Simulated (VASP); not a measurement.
Wanted: the native input for a VASP 6.6.1 run.

- Task: single point
- Functional: r2SCAN0
- Potentials or basis: VASP PAW PBE potentials, release 64 (Pb_d, Te)
- Cutoff: 520 eV
- k mesh: 4 × 4 × 4
- Occupations: fermi-dirac, width 0.05 eV
- Spin: no spin polarisation
- Dipole correction: no
- Grid for exact exchange (PRECFOCK): Normal
- Further INCAR settings: ALGO = Normal; EDIFF = 1e-06; NBANDS = 17
- Share of exact exchange: 0.25

Crystal: TePb.

```
CELL_PARAMETERS angstrom
3.97543 0.00000 0.00000
0.00000 3.97543 0.00000
0.00000 0.00000 3.97543
ATOMIC_POSITIONS crystal
Pb 0.00000 0.00000 0.00000
Te 0.50000 0.50000 0.50000
```

One way to write it, as run:

POSCAR

```
TePb
1.0
    3.9754252041      0.0000000000      0.0000000000
    0.0000000000      3.9754252041      0.0000000000
    0.0000000000      0.0000000000      3.9754252041
Pb Te
1 1
Direct
    0.0000000000      0.0000000000      0.0000000000
    0.5000000000      0.5000000000      0.5000000000
```

INCAR.step1

```
SYSTEM = TePb
PREC = Accurate ; ENCUT = 520
EDIFF = 1E-5 ; ISMEAR = -1
SIGMA = 0.05 ; LREAL = .False.
LASPH = .True. ; NELM = 60
ALGO = Normal ; ISIF = 2
LWAVE = .True. ; NBANDS = 17
GGA = PE
```

INCAR.step2

```
SYSTEM = TePb
PREC = Accurate ; ENCUT = 520
EDIFF = 1E-6 ; ISMEAR = -1
SIGMA = 0.05 ; LREAL = .False.
LASPH = .True. ; NELM = 60
ALGO = Normal ; ISIF = 2
LWAVE = .False. ; LCHARG = .True.
METAGGA = R2SCAN ; LHFCALC = .True.
AEXX = 0.25 ; LMIXTAU = .True.
PRECFOCK = Normal ; LELF = .True.
LVHAR = .True. ; NBANDS = 17
ISTART = 1
```

KPOINTS

```
Automatic mesh
0
Gamma
  4 4 4
  0 0 0
```

Potentials or basis: VASP PAW PBE potentials, release 64 (Pb_d, Te).

Command:

```console
$ cat potpaw_PBE.64/Pb_d/POTCAR potpaw_PBE.64/Te/POTCAR > POTCAR
$ cp INCAR.step1 INCAR
$ mpirun -np 1 vasp_std > vasp.out
$ cp INCAR.step2 INCAR
$ mpirun -np 1 vasp_std > vasp.out
```

It gave:

```json
{"Pressure": "0.3 GPa", "Band gap on the k mesh": "zero (bands 10 and 11 overlap by 1.59 eV)"}
```

Caveat: the k points lie up to 0.40 Å⁻¹ apart, too coarse for converged energies and pressures of a metal; the PAW data sets were made with another functional, which shifts forces and pressure a little; spin-orbit coupling is left out, which moves the levels of the heavy elements.

Run time: 12 min on 1 thread of Intel(R) Xeon(R) Platinum 8375C CPU @ 2.90GHz (Ice Lake) (shared host), peak memory 0.19 GiB.
